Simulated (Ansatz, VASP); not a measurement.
## NiO in VASP and in Ansatz

File INCAR:

```
SYSTEM = NiO
PREC     = Accurate       ! precision mode
ENCUT    = 600            ! plane-wave cutoff, eV
EDIFF    = 1E-6           ! SCF threshold, eV
ISMEAR   = 0              ! smearing method
SIGMA    = 0.02           ! smearing width, eV
LREAL    = .False.        ! projectors in reciprocal space
LASPH    = .True.         ! aspherical terms in the spheres
NELM     = 200            ! most SCF steps
ALGO     = Normal         ! electronic algorithm
ISIF     = 2              ! what is computed and relaxed
LWAVE    = .False.        ! write WAVECAR
LCHARG   = .False.        ! write CHGCAR
ISPIN    = 2              ! spin polarisation
MAGMOM   = 1.91 0.21      ! initial moments
LORBIT   = 11             ! projections on sites
LMAXMIX  = 4              ! l up to which the mixer works
LDAU     = .True.         ! DFT+U
LDAUTYPE = 2            
LDAUL    = 2 -1           ! shell
LDAUU    = 6.2 0          ! U, eV
LDAUJ    = 0 0          
LDAUPRINT= 1            
GGA      = PE             ! functional
NBANDS   = 19             ! bands
GGA_COMPAT= .False.
```

KPOINTS

```
Automatic mesh
0
Gamma
  6 6 6
  0 0 0
```

File POSCAR:

```
NiO
1.0
    0.0000000000      2.1337376285      2.1337376285
    2.1337376285      0.0000000000      2.1337376285
    2.1337376285      2.1337376285      0.0000000000
Ni O
1 1
Direct
    0.0000000000      0.0000000000      0.0000000000
    0.5000000000      0.5000000000      0.5000000000
```

Input for Ansatz:

```yaml
crystal:
  lattice:
    - [0.0, 2.1337376285, 2.1337376285]
    - [2.1337376285, 0.0, 2.1337376285]
    - [2.1337376285, 2.1337376285, 0.0]
  atoms:
    - { symbol: Ni, position: [0.0, 0.0, 0.0], spin: 1.91 }
    - { symbol: O, position: [0.5, 0.5, 0.5], spin: 0.21 }
basis:
  ecutwfc: 420
kpoints:
  mp_grid: { grid: [6, 6, 6] }
  band_path:
    path:
      - [0.0, 0.0, 0.0]
      - [0.5, 0.0, 0.5]
      - [0.625, 0.25, 0.625]
      - [0.375, 0.375, 0.75]
      - [0.5, 0.5, 0.5]
      - [0.5, 0.25, 0.75]
      - [0.0, 0.0, 0.5]
    npoints: 1
hamiltonian:
  xc: pbe
  hubbard: { sites: [{ species: Ni, l: d, u_eff: 6.2 }] }
scf:
  occupations: { method: gaussian, width: 0.02 }
  n_extra_bands: 4
output:
  forces: true
  stress: true
  eigenvalues: true
  populations: true
magnetization:
  spin_polarized: true
```

Alike in both runs: task single point; functional PBE; k mesh 6 × 6 × 6; occupations gaussian, width 0.02 eV; collinear spin; Hubbard terms Ni d U = 6.2 eV.

|  | VASP | Ansatz |
| --- | --- | --- |
| version | VASP 6.6.1 | Ansatz 0.2.0 |
| potentials or method | VASP PAW PBE potentials, release 64 (Ni, O), cutoff 600 eV | scalar-relativistic, plane waves, PAW |
| valence electrons in the cell | 16 | 24 |

Ansatz gave:

| Item | Value |
| --- | --- |
| gap on the k mesh at the Fermi level (eV) | 1.94 |
| least direct gap on the mesh (eV) | 2.96 |
| pressure (GPa) | 0.0 |
| net moment per atom (μB) | 1.00 |
| size of the moment on the site where the two differ most (μB) | 1.74 |

Task: Estimate VASP's values.

Result: gap on the k mesh at the Fermi level (eV): 2.36; least direct gap on the mesh (eV): 3.16; pressure (GPa): -8.5; net moment per atom (μB): 1.00; size of the moment on the site where the two differ most (μB): 1.83.

Site moments also hang on the region over which each program counts them. The programs project onto different local orbitals, so the same U acts differently, and such runs can settle in different states. VASP's potentials hold 16 valence electrons a cell and Ansatz's 24, so a difference there can come from the potentials and not from the codes. Ansatz's warnings: moment headroom below auto.

The k mesh is coarse, so the values compare programs but aren't converged.
